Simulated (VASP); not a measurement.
# CdSe (P1) in VASP: further runs, part 2 of 2

VASP 6.6.1.

## (3) Single point, PBE

The input, INCAR:

```
PREC     = Accurate       # precision mode
ENCUT    = 520            # plane-wave cutoff, eV
EDIFF    = 1E-6           # SCF threshold, eV
ISMEAR   = 0              # smearing method
SIGMA    = 0.05           # smearing width, eV
LREAL    = F              # projectors in reciprocal space
LASPH    = T              # aspherical terms in the spheres
NELM     = 100            # most SCF steps
ALGO     = Normal         # electronic algorithm
ISIF     = 2              # what is computed and relaxed
LWAVE    = F              # write WAVECAR
LCHARG   = T              # write CHGCAR
GGA      = PE             # functional
LELF     = T              # ELF
LVHAR    = T            
NBANDS   = 46             # bands
```

The input, KPOINTS:

```
Automatic mesh
0
Gamma
  4 4 4
```

The input, POSCAR:

```
CdSe
1.0
    6.2421802641      0.3632609126      0.0983710552
   -0.3632609126     -6.2110759367     -0.2472054890
   -0.0983710552     -0.2472054890     -6.2732368699
Cd Se
4 4
Direct
   -0.0094983159      0.0404873498     -0.0024058547
    0.5527855841      0.5085554224     -0.0281670126
    0.4797762677     -0.0285859341      0.5206687339
   -0.0142424730      0.5077230483      0.5050181159
    0.7566999247      0.7333971219      0.7573660756
    0.2492073906      0.2818956802      0.7586057704
    0.2582809042      0.7535426695      0.2602802347
    0.7269907175      0.2029846419      0.2286339369
```

Potentials or basis: VASP PAW PBE potentials, release 64 (Cd, Se).

Run with:

```bash
> cat potpaw_PBE.64/Cd/POTCAR potpaw_PBE.64/Se/POTCAR > POTCAR
> mpirun -np 1 vasp_std > vasp.out
```

OUTCAR:

```text
PREC = Accurate
   ENCUT = 520
   EDIFF = 1E-6
   ISMEAR = 0
   LREAL = F
   LASPH = T
   NELM = 100
   ISIF = 2
   GGA = PE

 ion  position               nearest neighbor table
   1  0.991  0.040  0.998-   6 2.52   8 2.57   5 2.78   7 2.96
   2  0.553  0.509  0.972-   5 2.19   6 2.63   8 2.70   7 3.21
   3  0.480  0.971  0.521-   7 2.49   8 2.66   5 2.73   6 3.05
   4  0.986  0.508  0.505-   7 2.61   6 2.69   5 2.74   8 2.97
   5  0.757  0.733  0.757-   2 2.19   3 2.73   4 2.74   1 2.78
   6  0.249  0.282  0.759-   1 2.52   2 2.63   4 2.69   3 3.05
   7  0.258  0.754  0.260-   3 2.49   4 2.61   1 2.96   2 3.21
   8  0.727  0.203  0.229-   1 2.57   3 2.66   2 2.70   4 2.97

  LATTYP: Found a triclinic cell.
 ALAT       =     6.2535149960
 B/A-ratio  =     1.3930436601
 C/A-ratio  =     1.8599350781
 COS(alpha) =     0.0109385659
 COS(beta)  =     0.6183435857
 COS(gamma) =     0.6936046495

  Lattice vectors:

 A1 = (   6.2421802641,   0.3632609126,   0.0983710552)
 A2 = (   6.1438092089,   0.1160554236,  -6.1748658147)
 A3 = (   6.7038122319,   6.8215423383,   6.6188134141)

Analysis of symmetry for initial positions (statically):
=====================================================================
 Subroutine PRICEL returns:
 Original cell was already a primitive cell.

 Routine SETGRP: Setting up the symmetry group for a
 triclinic supercell.

 Subroutine GETGRP returns: Found  1 space group operations
 (whereof  1 operations were pure point group operations)
 out of a pool of  2 trial point group operations.

The static configuration has the point symmetry C_1 .

Analysis of symmetry for dynamics (positions and initial velocities):
=====================================================================
 Subroutine PRICEL returns:
 Original cell was already a primitive cell.

 Routine SETGRP: Setting up the symmetry group for a
 triclinic supercell.

 Subroutine GETGRP returns: Found  1 space group operations
 (whereof  1 operations were pure point group operations)
 out of a pool of  2 trial point group operations.

The dynamic configuration has the point symmetry C_1 .

 Subroutine INISYM returns: Found  1 space group operations
 (whereof  1 operations are pure point group operations),
 and found     1 'primitive' translations

----------------------------------------------------------------------------------------

                                     Primitive cell

  volume of cell :     241.9658

  direct lattice vectors                    reciprocal lattice vectors
     6.242180264  0.363260913  0.098371055     0.160776606 -0.009317449 -0.002153982
    -0.363260913 -6.211075937 -0.247205489     0.009317449 -0.161795586  0.006229669
    -0.098371055 -0.247205489 -6.273236870     0.002153982  0.006229669 -0.159686605

  length of vectors
     6.253514996  6.226598858  6.278876352     0.161060769  0.162183339  0.159822590

  position of ions in fractional coordinates (direct lattice)
     0.990501684  0.040487350  0.997594145
     0.552785584  0.508555422  0.971832987
     0.479776268  0.971414066  0.520668734
     0.985757527  0.507723048  0.505018116
     0.756699925  0.733397122  0.757366076
     0.249207391  0.281895680  0.758605770
     0.258280904  0.753542669  0.260280235
[... 38 lines left out ...]

 Following reciprocal coordinates:
            Coordinates               Weight
  0.000000  0.000000  0.000000      1.000000
  0.250000  0.000000 -0.000000      2.000000
  0.500000  0.000000 -0.000000      1.000000
  0.000000  0.250000  0.000000      2.000000
  0.250000  0.250000 -0.000000      2.000000
  0.500000  0.250000  0.000000      2.000000
[... 16 lines left out ...]
 -0.000000 -0.250000  0.250000      2.000000
  0.250000 -0.250000  0.250000      2.000000
 [... further k-points ...]
   k-points           NKPTS =     36   k-points in BZ     NKDIM =     36   number of bands    NBANDS=     46
   number of dos      NEDOS =    301   number of ions     NIONS =      8
   total plane-waves  NPLWV = 110592
   dimension x,y,z NGX =    48 NGY =   48 NGZ =   48
   dimension x,y,z NGXF=    96 NGYF=   96 NGZF=   96
   ions per type =               4   4
   NGX,Y,Z   is equivalent  to a cutoff of  12.76, 12.82, 12.71 a.u.
   NGXF,Y,Z  is equivalent  to a cutoff of  25.52, 25.63, 25.42 a.u.
 SYSTEM =  unknown system
   PREC   = accura    normal or accurate (medium, high low for compatibility)
   ISTART =      0    job   : 0-new  1-cont  2-samecut
   ICHARG =      2    charge: 1-file 2-atom 10-const
   ISPIN  =      1    spin polarized calculation?
   LNONCOLLINEAR =      F non collinear calculations
   LSORBIT =      F    spin-orbit coupling
   LASPH  =      T    aspherical Exc in radial PAW
   ENCUT  =  520.0 eV  38.22 Ry    6.18 a.u.  11.63 11.58 11.67*2*pi/ulx,y,z
   NELM   =    100;   NELMIN=  2; NELMDL= -5     # of ELM steps
   EDIFF  = 0.1E-05   stopping-criterion for ELM
   LREAL  =      F    real-space projection
   EDIFFG = 0.1E-04   stopping-criterion for IOM
   NSW    =      0    number of steps for IOM
   IBRION =     -1    ionic relax: 0-MD 1-quasi-New 2-CG
   NFREE  =      0    steps in history (QN), initial steepest desc. (CG)
   ISIF   =      2    stress and relaxation
   ISYM   =      2    0-nonsym 1-usesym 2-fastsym
   POTIM  = 0.5000    time-step for ionic-motion
   TEBEG  =    0.0;   TEEND  =   0.0 temperature during run
   PSTRESS=    0.0 pullay stress
   NELECT =      72.0000    total number of electrons
   NUPDOWN=      -1.0000    fix difference up-down
   EMIN   =  10.00;   EMAX   =-10.00  energy-range for DOS
   EFERMI =   0.00;   METHOD = LEGACY
   ISMEAR =     0;   SIGMA  =   0.05  broadening in eV -4-tet -1-fermi 0-gaus
   EFERMI_NEDOS =   21; number of points for ismear=-14 and -15
   IALGO  =     38    algorithm
   IMIX   =      4    mixing-type and parameters
     AMIX     =   0.40;   BMIX     =  1.00
     AMIX_MAG =   1.60;   BMIX_MAG =  1.00
  volume/ion in A,a.u.               =      30.25       204.11
  Fermi-wavevector in a.u.,A,eV,Ry     =   1.092952  2.065379 16.252752  1.194544
  Thomas-Fermi vector in A             =   2.229228
   LORBIT       =      0    0 simple, 1 ext, 2 COOP (PROOUT), +10 PAW based schemes
   GGA     = PE    functional components
   LHFCALC =     F    Hartree Fock is set to
   AEXX    =    0.0000 exact exchange contribution
   IVDW    =     0    specifies the selected vdW correction
   LEPSILON=     F    determine dielectric tensor
   LRPA    =     F    only Hartree local field effects (RPA)
 non-spin polarized calculation
 Gauss-broadening in eV      SIGMA  =   0.05
  energy-cutoff  :      520.00
  volume of cell :      241.97
 maximum number of plane-waves:      6535
 NGX is ok and might be reduce to    48
   NGX = 23   NGY = 23   NGZ = 23

 number of electron      71.9999995 magnetization

 Free energy of the ion-electron system (eV)
  ---------------------------------------------------
  ext. energy  EPLUGINS =         0.00000000
  ---------------------------------------------------
  free energy    TOTEN  =       -20.00848610 eV

  energy without entropy =      -20.00848601  energy(sigma->0) =      -20.00848606

 E-fermi :   0.7819     XC(G=0):  -8.5498

 val. band max:        0.6305400866   @ k =   0.0000   0.0000   0.0000
 cond. band min:       0.9333073248   @ k =   0.0000   0.0000   0.0000
 fundamental gap:      0.3027672382
 Fermi energy:         0.7819250375

 k-point     1 :       0.0000    0.0000    0.0000
  band No.  band energies     occupation
      1     -12.4994      2.00000
      2     -11.6465      2.00000
      3     -11.4024      2.00000
      4     -11.1835      2.00000
      5      -7.8030      2.00000
      6      -7.7041      2.00000
[... 1165 lines left out ...]
     45       6.5259      0.00000
     46       7.1326      0.00000

 [... further k-points ...]
[... 5 lines left out ...]
  --------------------------------------------------------------------------------------
  -------------------------------------------------------------------------------------
  Total        4.8853589      4.3984573      4.8914564     -8.5586484     -6.4131192      3.8524783
  in kB       32.3484200     29.1243993     32.3887947    -56.6711180    -42.4644896     25.5091976
  external PRESSURE =      31.2872046 kB  Pullay stress =       0.0000000 kB

 VOLUME and BASIS-vectors are now :
 -----------------------------------------------------------------------------
  energy-cutoff  :      520.00
  volume of cell :      241.97
      direct lattice vectors                 reciprocal lattice vectors
     6.242180264  0.363260913  0.098371055     0.160776606 -0.009317449 -0.002153982
    -0.363260913 -6.211075937 -0.247205489     0.009317449 -0.161795586  0.006229669
    -0.098371055 -0.247205489 -6.273236870     0.002153982  0.006229669 -0.159686605

 POSITION                                       TOTAL-FORCE (eV/Angst)
 -----------------------------------------------------------------------------------
      6.07005     -0.13827     -6.17072         0.294671      0.871395     -0.457017
      3.17025     -3.19811     -6.16788        -3.146779      3.165130     -3.755861
      2.59075     -5.98795     -3.45922         0.128523     -0.583584     -0.701246
      5.91916     -2.92026     -3.19664        -0.094184      0.364017      0.389767
      4.38254     -4.46753     -4.85800         3.133562     -3.673117      3.306840
      1.37857     -1.84788     -4.80409         0.274431      0.491667      0.786656
      1.31290     -4.65083     -1.79367        -0.757960      0.413765      1.152283
      4.44178     -1.05319     -1.41294         0.167736     -1.049274     -0.721421
 -----------------------------------------------------------------------------------
    total drift:                                0.000702      0.002289     -0.000639

  FREE ENERGIE OF THE ION-ELECTRON SYSTEM (eV)
  ---------------------------------------------------
  free  energy   TOTEN  =       -20.0084861020 eV

  energy  without entropy=      -20.0084860100  energy(sigma->0) =      -20.00848606
```

Wall time 3 min (1 thread of Intel Xeon 6975P-C (Granite Rapids), shared host); peak memory 0.5 GiB.

What came out:

```yaml
Free_energy: -20.0085 eV
Pressure: 3.1 GPa
Largest_force: 5.852 eV/Å
Band_gap_on_the_k_mesh: 0.30 eV, direct
```

Forces on the atoms (eV/Å):
```
Cd   0.295  0.871 -0.457
Cd  -3.147  3.165 -3.756
Cd   0.129 -0.584 -0.701
Cd  -0.094  0.364  0.390
Se   3.134 -3.673  3.307
Se   0.274  0.492  0.787
Se  -0.758  0.414  1.152
Se   0.168 -1.049 -0.721
```

Stress tensor (GPa, compression positive):
```
 3.23 -5.67  2.55
-5.67  2.91 -4.25
 2.55 -4.25  3.24
```

Caveat: forces of over 1 eV/Å act on the atoms, so gaps and moduli don't describe the material at rest.
